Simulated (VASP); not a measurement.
# P (R-3m) in VASP: notebook

P is run at these levels: PBE+D3(BJ); tasks: relaxation of shape and atoms at fixed volume.

Everything below comes from runs of VASP 6.6.1. Logs are shortened: lines on timing, memory, paths and dates and some standing lists are left out, and cuts for length are marked.

## 1. The cell of the first run

The typed cell holds 2 atoms: a = 3.051 Å, b = 3.051 Å, c = 3.051 Å, α = 59.99°, β = 59.99°, γ = 59.99°.

This isn't the form of P at room conditions, which is orthorhombic.

## 2. Relaxation of shape and atoms at fixed volume, PBE+D3(BJ) (10.04 Å³/atom)

INCAR

```
ALGO = Normal ; EDIFF = 1E-6
EDIFFG = -0.01 ; ENCUT = 600
GGA = PE ; IBRION = 2
ISIF = 4 ; ISMEAR = 0
IVDW = 12 ; LASPH = True
LCHARG = False ; LREAL = False
LWAVE = False ; NELM = 80
NSW = 60 ; PREC = Accurate
SIGMA = 0.05
```

KPOINTS

```
k-points
0
Gamma
  18 18 18
```

POSCAR

```
P
1.0
    1.5252321588      0.8805931974      2.4909933928
   -1.5252321588      0.8805931974      2.4909933928
    0.0000000000     -1.7611863950      2.4909933927
P
2
Direct
    0.2499281154      0.2499281154      0.2499281154
    0.7500718846      0.7500718846      0.7500718846
```

Potentials or basis: VASP PAW PBE potentials, release 64 (P).

On the command line:

```console
> cat potpaw_PBE.64/P/POTCAR > POTCAR
> mpirun -np 1 vasp_std > vasp.out
```

OUTCAR:

```text
EDIFF = 1E-6
   EDIFFG = -0.01
   ENCUT = 600
   GGA = PE
   IBRION = 2
   ISIF = 4
   ISMEAR = 0
   IVDW = 12
   LASPH = True
   LREAL = False
   NELM = 80
   NSW = 60
   PREC = Accurate
 IVDW          = 12

 ion  position               nearest neighbor table
   1  0.250  0.250  0.250-   2 2.16   2 2.16   2 2.16   2 2.16   2 2.16   2 2.16
   2  0.750  0.750  0.750-   1 2.16   1 2.16   1 2.16   1 2.16   1 2.16   1 2.16

  LATTYP: Found a trigonal (rhomboedric) cell.
 ALAT       =     3.0507090324
 COS(alpha) =     0.5000802125

  Lattice vectors:

 A1 = (   1.5252321588,   0.8805931974,   2.4909933928)
 A2 = (  -1.5252321588,   0.8805931974,   2.4909933928)
 A3 = (   0.0000000000,  -1.7611863950,   2.4909933927)

Analysis of symmetry for initial positions (statically):
=====================================================================
 Subroutine PRICEL returns:
 Original cell was already a primitive cell.

 Routine SETGRP: Setting up the symmetry group for a
 trigonal (rhombohedral) supercell.

 Subroutine GETGRP returns: Found 12 space group operations
 (whereof 12 operations were pure point group operations)
 out of a pool of 12 trial point group operations.

The static configuration has the point symmetry D_3d.

Analysis of symmetry for dynamics (positions and initial velocities):
=====================================================================
 Subroutine PRICEL returns:
 Original cell was already a primitive cell.

 Routine SETGRP: Setting up the symmetry group for a
 trigonal (rhombohedral) supercell.

 Subroutine GETGRP returns: Found 12 space group operations
 (whereof 12 operations were pure point group operations)
 out of a pool of 12 trial point group operations.

The dynamic configuration has the point symmetry D_3d.

 Subroutine INISYM returns: Found 12 space group operations
 (whereof 12 operations are pure point group operations),
 and found     1 'primitive' translations

----------------------------------------------------------------------------------------

                                     Primitive cell

  volume of cell :      20.0741

  direct lattice vectors                    reciprocal lattice vectors
     1.525232159  0.880593197  2.490993393     0.327818947  0.189266357  0.133815423
    -1.525232159  0.880593197  2.490993393    -0.327818947  0.189266357  0.133815423
     0.000000000 -1.761186395  2.490993393     0.000000000 -0.378532714  0.133815423

  length of vectors
     3.050709032  3.050709032  3.050709032     0.401489207  0.401489207  0.401489207

  position of ions in fractional coordinates (direct lattice)
     0.249928115  0.249928115  0.249928115
     0.750071885  0.750071885  0.750071885

  ion indices of the primitive-cell ions
   primitive index   ion index
                 1           1
                 2           2

----------------------------------------------------------------------------------------

 KPOINTS: k-points

Automatic generation of k-mesh.
 Grid dimensions read from file:
 generate k-points for:   18   18   18

 Generating k-lattice:

  Cartesian coordinates                     Fractional coordinates (reciprocal lattice)
     0.018212164  0.010514798  0.007434190     0.055555556  0.000000000  0.000000000
    -0.018212164  0.010514798  0.007434190     0.000000000  0.055555556  0.000000000
     0.000000000 -0.021029595  0.007434190    -0.000000000 -0.000000000  0.055555556

  Length of vectors
     0.022304956  0.022304956  0.022304956

  Shift w.r.t. Gamma in fractional coordinates (k-lattice)
     0.000000000  0.000000000  0.000000000

 Subroutine IBZKPT returns following result:
 ===========================================

 Found    580 irreducible k-points:

 Following reciprocal coordinates:
            Coordinates               Weight
  0.000000  0.000000  0.000000      1.000000
  0.055556  0.000000 -0.000000      6.000000
  0.111111  0.000000 -0.000000      6.000000
  0.166667  0.000000  0.000000      6.000000
  0.222222  0.000000 -0.000000      6.000000
  0.277778  0.000000 -0.000000      6.000000
[... 16 lines left out ...]
 -0.277778  0.055556  0.000000     12.000000
 -0.222222  0.055556  0.000000     12.000000
 [... further k-points ...]
   k-points           NKPTS =    580   k-points in BZ     NKDIM =    580   number of bands    NBANDS=      9
   number of dos      NEDOS =    301   number of ions     NIONS =      2
   total plane-waves  NPLWV =  13824
   dimension x,y,z NGX =    24 NGY =   24 NGZ =   24
   dimension x,y,z NGXF=    48 NGYF=   48 NGZF=   48
   ions per type =               2
   NGX,Y,Z   is equivalent  to a cutoff of  13.08, 13.08, 13.08 a.u.
   NGXF,Y,Z  is equivalent  to a cutoff of  26.16, 26.16, 26.16 a.u.
 SYSTEM =  unknown system
   PREC   = accura    normal or accurate (medium, high low for compatibility)
   ISTART =      0    job   : 0-new  1-cont  2-samecut
   ICHARG =      2    charge: 1-file 2-atom 10-const
   ISPIN  =      1    spin polarized calculation?
   LNONCOLLINEAR =      F non collinear calculations
   LSORBIT =      F    spin-orbit coupling
   LASPH  =      T    aspherical Exc in radial PAW
   ENCUT  =  600.0 eV  44.10 Ry    6.64 a.u.   6.09  6.09  6.09*2*pi/ulx,y,z
   NELM   =     80;   NELMIN=  2; NELMDL= -5     # of ELM steps
   EDIFF  = 0.1E-05   stopping-criterion for ELM
   LREAL  =      F    real-space projection
   EDIFFG = -.1E-01   stopping-criterion for IOM
   NSW    =     60    number of steps for IOM
   IBRION =      2    ionic relax: 0-MD 1-quasi-New 2-CG
   NFREE  =      1    steps in history (QN), initial steepest desc. (CG)
   ISIF   =      4    stress and relaxation
   ISYM   =      2    0-nonsym 1-usesym 2-fastsym
   POTIM  = 0.5000    time-step for ionic-motion
   TEBEG  =    0.0;   TEEND  =   0.0 temperature during run
   PSTRESS=    0.0 pullay stress
   NELECT =      10.0000    total number of electrons
   NUPDOWN=      -1.0000    fix difference up-down
   EMIN   =  10.00;   EMAX   =-10.00  energy-range for DOS
   EFERMI =   0.00;   METHOD = LEGACY
   ISMEAR =     0;   SIGMA  =   0.05  broadening in eV -4-tet -1-fermi 0-gaus
   EFERMI_NEDOS =   21; number of points for ismear=-14 and -15
   IALGO  =     38    algorithm
   IMIX   =      4    mixing-type and parameters
     AMIX     =   0.40;   BMIX     =  1.00
     AMIX_MAG =   1.60;   BMIX_MAG =  1.00
  volume/ion in A,a.u.               =      10.04        67.73
  Fermi-wavevector in a.u.,A,eV,Ry     =   1.297766  2.452423 22.914893  1.684197
  Thomas-Fermi vector in A             =   2.429138
   LORBIT       =      0    0 simple, 1 ext, 2 COOP (PROOUT), +10 PAW based schemes
   GGA     = PE    functional components
   LHFCALC =     F    Hartree Fock is set to
   AEXX    =    0.0000 exact exchange contribution
   IVDW    =    12    specifies the selected vdW correction
   LEPSILON=     F    determine dielectric tensor
   LRPA    =     F    only Hartree local field effects (RPA)
 conjugate gradient relaxation of ions
 non-spin polarized calculation
 Gauss-broadening in eV      SIGMA  =   0.05
  energy-cutoff  :      600.00
  volume of cell :       20.07
 maximum number of plane-waves:       692
   NGX = 13   NGY = 13   NGZ = 13

 number of electron      10.0000000 magnetization

 number of electron       9.9999999 magnetization

 Free energy of the ion-electron system (eV)
  ---------------------------------------------------
  ext. energy  EPLUGINS =         0.00000000
  ---------------------------------------------------
  free energy    TOTEN  =        -8.58794504 eV

  energy without entropy =       -8.58694394  energy(sigma->0) =       -8.58744449

 E-fermi :  15.5107     XC(G=0): -12.9935

 val. band max:       15.5067880307   @ k =  -0.3333   0.5000   0.2778
 cond. band min:      15.5179689626   @ k =  -0.4444   0.1111   0.0000
 fundamental gap:      0.0111809320
 Fermi energy:        15.5107466533

 k-point     1 :       0.0000    0.0000    0.0000
  band No.  band energies     occupation
      1      -5.1337      2.00000
      2      13.2474      2.00000
      3      13.2504      2.00000
      4      13.2504      2.00000
      5      18.9387      0.00000
      6      18.9416      0.00000
      7      18.9416      0.00000
      8      19.6274      0.00000
      9      21.9082      0.00000

 k-point     2 :       0.0556    0.0000   -0.0000
  band No.  band energies     occupation
      1      -5.0636      2.00000
      2      12.6435      2.00000
      3      13.1987      2.00000
      4      13.2014      2.00000
      5      19.0072      0.00000
      6      19.1211      0.00000
      7      19.1237      0.00000
      8      20.0295      0.00000
      9      20.9103      0.00000

 k-point     3 :       0.1111    0.0000   -0.0000
  band No.  band energies     occupation
      1      -4.8536      2.00000
      2      11.2599      2.00000
      3      13.0761      2.00000
      4      13.0787      2.00000
      5      18.8578      0.00000
      6      19.5952      0.00000
      7      19.5955      0.00000
      8      19.6436      0.00000
      9      19.6460      0.00000

 k-point     4 :       0.1667    0.0000    0.0000
  band No.  band energies     occupation
      1      -4.5040      2.00000
      2       9.6074      2.00000
      3      12.9325      2.00000
      4      12.9349      2.00000
      5      18.3690      0.00000
      6      18.3693      0.00000
      7      18.6121      0.00000
      8      20.4525      0.00000
      9      20.4553      0.00000
[... 205 lines left out ...]
 k-point    22 :      -0.3333    0.0556   -0.0000
  band No.  band energies     occupation
      1      -2.2837      2.00000
      2       4.1678      2.00000
      3      11.6344      2.00000
      4      13.7798      2.00000
      5      14.2036      2.00000
      6      15.6965      0.00000
      7      18.5746      0.00000
      8      20.4685      0.00000
      9      23.8506      0.00000

 k-point    23 :      -0.2778    0.0556    0.0000
  band No.  band energies     occupation
      1      -3.0898      2.00000
      2       5.7338      2.00000
      3      11.6021      2.00000
      4      13.6547      2.00000
      5      15.0180      2.00000
      6      16.5093      0.00000
      7      18.5847      0.00000
      8      21.0869      0.00000
      9      22.4301      0.00000

 k-point    24 :      -0.2222    0.0556    0.0000
  band No.  band energies     occupation
      1      -3.7607      2.00000
      2       7.3787      2.00000
      3      11.6810      2.00000
      4      13.5961      2.00000
      5      15.9586      0.00000
      6      17.4366      0.00000
      7      18.6946      0.00000
      8      21.2054      0.00000
      9      21.7483      0.00000

 [... further k-points ...]

------------------------ aborting loop because EDIFF is reached ----------------------------------------

 Edisp (eV)   -1.41005

 E8    (eV) :    -0.5299

  FORCE on cell =-STRESS in cart. coord.  units (eV):
  Direction    XX          YY          ZZ          XY          YZ          ZX
  --------------------------------------------------------------------------------------
  -------------------------------------------------------------------------------------
  Total      10.47726    10.47726    10.47836     0.00000     0.00000    -0.00000
  in kB     836.22471   836.22471   836.31259     0.00000     0.00000    -0.00000
  external pressure =      836.25 kB  Pullay stress =        0.00 kB

 VOLUME and BASIS-vectors are now :
 -----------------------------------------------------------------------------
  energy-cutoff  :      600.00
  volume of cell :       20.07
      direct lattice vectors                 reciprocal lattice vectors
     1.525232159  0.880593197  2.490993393     0.327818947  0.189266357  0.133815423
    -1.525232159  0.880593197  2.490993393    -0.327818947  0.189266357  0.133815423
     0.000000000 -1.761186395  2.490993393     0.000000000 -0.378532714  0.133815423

 POSITION                                       TOTAL-FORCE (eV/Angst)
 -----------------------------------------------------------------------------------
      0.00000     -0.00000      1.86771         0.000000     -0.000000      0.009019
      0.00000     -0.00000      5.60527         0.000000      0.000000     -0.009019
 -----------------------------------------------------------------------------------
    total drift:                                0.000000     -0.000000      0.000000

  FREE ENERGIE OF THE ION-ELECTRON SYSTEM (eV)
  ---------------------------------------------------
  free  energy   TOTEN  =        -9.9979907026 eV

  energy  without entropy=       -9.9969896014  energy(sigma->0) =       -9.99749015

 reached required accuracy - stopping structural energy minimisation
```

Run time: 35 s. Hardware: 1 thread of Intel Xeon 6975P-C (Granite Rapids), shared host; peak memory 0.22 GiB.

What came out:

| Item | Value |
| --- | --- |
| Free energy | -9.9980 eV |
| Pressure after relaxing | 83.6 GPa |
| Largest force after relaxing | 0.009 eV/Å |
| Band gap on the k mesh | zero (bands 5 and 6 overlap by 5.56 eV) |
| Dispersion energy per atom | -0.705 eV |

Forces on the atoms (eV/Å):
```
P    0.000  0.000  0.009
P    0.000  0.000 -0.009
```

Final structure:
```xyz
2
Lattice="1.5252 0.8806 2.4910 -1.5252 0.8806 2.4910 0.0000 -1.7612 2.4910" Properties=species:S:1:pos:R:3 pbc="T T T"
P     0.0000    0.0000    1.8677
P     0.0000    0.0000    5.6053
```

Caveat: the relaxation stopped at its first step, so nothing moved.

## 3. Relaxation of shape and atoms at fixed volume, PBE+D3(BJ) (10.63 Å³/atom)

This run uses another cell than the first one, of 10.63 Å³/atom.

INCAR

```
PREC     = Accurate       # precision mode
ENCUT    = 600            # plane-wave cutoff, eV
EDIFF    = 1E-6           # SCF threshold, eV
ISMEAR   = 0              # smearing method
SIGMA    = 0.05           # smearing width, eV
LREAL    = False          # projectors in reciprocal space
LASPH    = True           # aspherical terms in the spheres
NELM     = 80             # most SCF steps
ALGO     = Normal         # electronic algorithm
ISIF     = 4              # what is computed and relaxed
LWAVE    = False          # write WAVECAR
LCHARG   = False          # write CHGCAR
GGA      = PE             # functional
IVDW     = 12             # dispersion correction
IBRION   = 2              # ionic algorithm
NSW      = 60             # ionic steps
EDIFFG   = -0.01          # ionic threshold
```

KPOINTS

```
Automatic mesh
0
Gamma
  18 18 18
```

POSCAR

```
P
1.0
    1.5545707125      0.8975318192      2.5389088153
   -1.5545707125      0.8975318192      2.5389088153
    0.0000000000     -1.7950636387      2.5389088153
P
2
Direct
    0.2499281154      0.2499281154      0.2499281154
    0.7500718846      0.7500718846      0.7500718846
```

Potentials or basis: VASP PAW PBE potentials, release 64 (P).

On the command line:

```console
> cat potpaw_PBE.64/P/POTCAR > POTCAR
> mpirun -np 1 vasp_std > vasp.out
```

OUTCAR:

```text
PREC = Accurate
   ENCUT = 600
   EDIFF = 1E-6
   ISMEAR = 0
   LREAL = False
   LASPH = True
   NELM = 80
   ISIF = 4
   GGA = PE
   IVDW = 12
   IBRION = 2
   NSW = 60
   EDIFFG = -0.01
 IVDW          = 12

 ion  position               nearest neighbor table
   1  0.250  0.250  0.250-   2 2.20   2 2.20   2 2.20   2 2.20   2 2.20   2 2.20
   2  0.750  0.750  0.750-   1 2.20   1 2.20   1 2.20   1 2.20   1 2.20   1 2.20

  LATTYP: Found a trigonal (rhomboedric) cell.
 ALAT       =     3.1093908469
 COS(alpha) =     0.5000802125

  Lattice vectors:

 A1 = (   1.5545707125,   0.8975318192,   2.5389088153)
 A2 = (  -1.5545707125,   0.8975318192,   2.5389088153)
 A3 = (   0.0000000000,  -1.7950636387,   2.5389088153)

Analysis of symmetry for initial positions (statically):
=====================================================================
 Subroutine PRICEL returns:
 Original cell was already a primitive cell.

 Routine SETGRP: Setting up the symmetry group for a
 trigonal (rhombohedral) supercell.

 Subroutine GETGRP returns: Found 12 space group operations
 (whereof 12 operations were pure point group operations)
[... 177 lines left out ...]
      1      -5.4284      2.00000
      2      12.2319      2.00000
      3      12.2348      2.00000
      4      12.2348      2.00000
      5      17.5483      0.00000
      6      18.1550      0.00000
      7      18.1578      0.00000
      8      18.1578      0.00000
      9      20.9822      0.00000
[... 265 lines left out ...]
 k-point    24 :      -0.2222    0.0556    0.0000
  band No.  band energies     occupation
      1      -4.1103      2.00000
      2       6.5758      2.00000
      3      10.8092      2.00000
      4      12.6192      2.00000
      5      15.0063      0.00000
      6      16.4112      0.00000
      7      17.4458      0.00000
      8      20.2961      0.00000
      9      20.3687      0.00000

 [... further k-points ...]

------------------------ aborting loop because EDIFF is reached ----------------------------------------

 Edisp (eV)   -1.33105

 E8    (eV) :    -0.5005

  FORCE on cell =-STRESS in cart. coord.  units (eV):
  Direction    XX          YY          ZZ          XY          YZ          ZX
  --------------------------------------------------------------------------------------
  -------------------------------------------------------------------------------------
  Total       8.21864     8.21864     8.21533     0.00000    -0.00000    -0.00000
  in kB     619.51495   619.51495   619.26546     0.00000    -0.00000    -0.00000
  external pressure =      619.43 kB  Pullay stress =        0.00 kB

 VOLUME and BASIS-vectors are now :
 -----------------------------------------------------------------------------
  energy-cutoff  :      600.00
  volume of cell :       21.25
      direct lattice vectors                 reciprocal lattice vectors
     1.554570712  0.897531819  2.538908815     0.321632201  0.185694438  0.131289998
    -1.554570712  0.897531819  2.538908815    -0.321632201  0.185694438  0.131289998
     0.000000000 -1.795063639  2.538908815     0.000000000 -0.371388876  0.131289998

 POSITION                                       TOTAL-FORCE (eV/Angst)
 -----------------------------------------------------------------------------------
      0.00000     -0.00000      1.90363         0.000000     -0.000000      0.008720
      0.00000     -0.00000      5.71309         0.000000      0.000000     -0.008720
 -----------------------------------------------------------------------------------
    total drift:                               -0.000000     -0.000000     -0.000000

  FREE ENERGIE OF THE ION-ELECTRON SYSTEM (eV)
  ---------------------------------------------------
  free  energy   TOTEN  =       -10.5320795027 eV

  energy  without entropy=      -10.5316883974  energy(sigma->0) =      -10.53188395

 reached required accuracy - stopping structural energy minimisation
```

OSZICAR:

```text
N       E                     dE             d eps       ncg     rms          rms(c)
DAV:   1     0.267327996945E+02    0.26733E+02   -0.56022E+03 10464   0.113E+03
DAV:   2    -0.836094539347E+01   -0.35094E+02   -0.33984E+02 15010   0.147E+02
DAV:   3    -0.924915241200E+01   -0.88821E+00   -0.87660E+00 13892   0.238E+01
DAV:   4    -0.925358377679E+01   -0.44314E-02   -0.44262E-02 16045   0.157E+00
DAV:   5    -0.925359359038E+01   -0.98136E-05   -0.98102E-05 14447   0.484E-02    0.114E+01
DAV:   6    -0.921773400402E+01    0.35860E-01   -0.95216E-03 14377   0.708E-01    0.694E+00
DAV:   7    -0.920105552804E+01    0.16678E-01   -0.15313E-02 14948   0.102E+00    0.141E-01
DAV:   8    -0.920102126416E+01    0.34264E-04   -0.23992E-04 13837   0.142E-01    0.467E-02
DAV:   9    -0.920103303392E+01   -0.11770E-04   -0.35856E-05 14529   0.521E-02    0.218E-02
DAV:  10    -0.920103419250E+01   -0.11586E-05   -0.17930E-06 12631   0.129E-02    0.187E-03
DAV:  11    -0.920103432768E+01   -0.13518E-06   -0.22842E-08  6494   0.145E-03
   1 F= -.10532080E+02 E0= -.10531884E+02  d E =-.105321E+02
```

Run time: 75 s. Hardware: 1 thread of Intel Xeon 6975P-C (Granite Rapids), shared host; peak memory 0.24 GiB.

Results:

| Property | Result |
| --- | --- |
| Free energy | -10.5321 eV |
| Pressure after relaxing | 61.9 GPa |
| Largest force after relaxing | 0.009 eV/Å |
| Band gap on the k mesh | zero (bands 5 and 6 overlap by 5.26 eV) |
| Dispersion energy per atom | -0.666 eV |

Forces on the atoms (eV/Å):
```
P    0.000  0.000  0.009
P    0.000  0.000 -0.009
```

Final structure:
```xyz
2
Lattice="1.5546 0.8975 2.5389 -1.5546 0.8975 2.5389 0.0000 -1.7951 2.5389" Properties=species:S:1:pos:R:3 pbc="T T T"
P     0.0000    0.0000    1.9036
P     0.0000    0.0000    5.7131
```

Caveat: the relaxation stopped at its first step, so nothing moved.

[end of part 1 of 2]

The gap in the log of VASP goes by the Fermi energy; the results here count the filled bands.